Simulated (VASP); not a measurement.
Write the native input for VASP 6.6.1 that does the following.

- Task: single point
- Functional: PBE
- Potentials or basis: VASP PAW PBE potentials, release 64 (Si, Al)
- Cutoff: 520 eV
- k mesh: 2 × 2 × 2
- Occupations: fermi-dirac, width 0.02 eV
- Spin: collinear spin
- Starting moments: [0.0, 0.0, 0.0, 0.0, 0.0, 0.0, 0.0, 0.0, 0.0, 0.0, 0.0, 0.0, 0.0, 0.0, 0.0, 0.0, 1.0] μB
- Dipole correction: no
- Further INCAR settings: LREAL = Auto; ALGO = Normal; EDIFF = 1e-07; NBANDS = 52

The structure of AlSi16 (a cell with a defect) lies in POSCAR:

```
AlSi16
1.0
    0.0000000000      5.4300000000      5.4300000000
    5.4300000000      0.0000000000      5.4300000000
    5.4300000000      5.4300000000      0.0000000000
Si Al
16 1
Direct
   -0.0958287293     -0.1101012891      0.2261602210
    0.0989963168      0.3248158379      0.1065285451
   -0.0480847145      0.1054327808      0.4220257827
   -0.0544383057      0.1553959484      0.7183793738
   -0.1370165746      0.7302578269     -0.0153038674
    0.1773664825      0.5182504604      0.2197790055
   -0.0565745856      0.5443093923      0.5447145488
    0.1111418048      0.6944567219      0.6311233886
    0.3755156538      0.0152762431     -0.0096408840
    0.5879742173     -0.0272375691      0.1798895028
    0.3107734807      0.0547513812      0.5210497238
    0.5541712707      0.1284806630      0.6194567219
    0.5152117864      0.3790055249      0.0284346225
    0.5630662983      0.6521086556      0.1369705341
    0.4287384899      0.5153314917      0.4829189687
    0.5710497238      0.6236279926      0.6168508287
    0.9307366483      0.2856906077      0.9458747698
```

These files were run (other wordings do the same):

INCAR

```
SYSTEM = AlSi16
PREC = Accurate
ENCUT = 520
EDIFF = 1E-7
ISMEAR = -1
SIGMA = 0.02
LREAL = Auto
LASPH = .True.
NELM = 150
ALGO = Normal
ISIF = 2
LWAVE = .False.
LCHARG = .True.
ISPIN = 2
MAGMOM = 0 0 0 0 0 0 0 0 0 0 0 0 0 0 0 0 1
LORBIT = 11
GGA = PE
LELF = .True.
LVHAR = .True.
NBANDS = 52
```

KPOINTS

```
Automatic mesh
0
Gamma
  2 2 2
  0 0 0
```

Potentials or basis: VASP PAW PBE potentials, release 64 (Si, Al).

Launch:

```sh
$ cat potpaw_PBE.64/Si/POTCAR potpaw_PBE.64/Al/POTCAR > POTCAR
$ mpirun -np 1 vasp_std > vasp.out
```

Results of the run:

The pressure is 0.1 GPa, the largest force is 3.807 eV/Å and the net moment is 0.00 μB per cell. The valence electrons inside the program's atomic spheres are Si 1.58, 1.68, 1.59, 1.63, 1.61, 1.64, 1.62, 1.56, 1.69, 1.74 (each value once); Al 0.80.

Caveat: the k points lie up to 0.50 Å⁻¹ apart; the atoms stand as in a frame of molecular dynamics.

It took 15 min on 1 thread of Intel Xeon 8259CL, with other jobs on the host, peak memory 0.71 GiB.
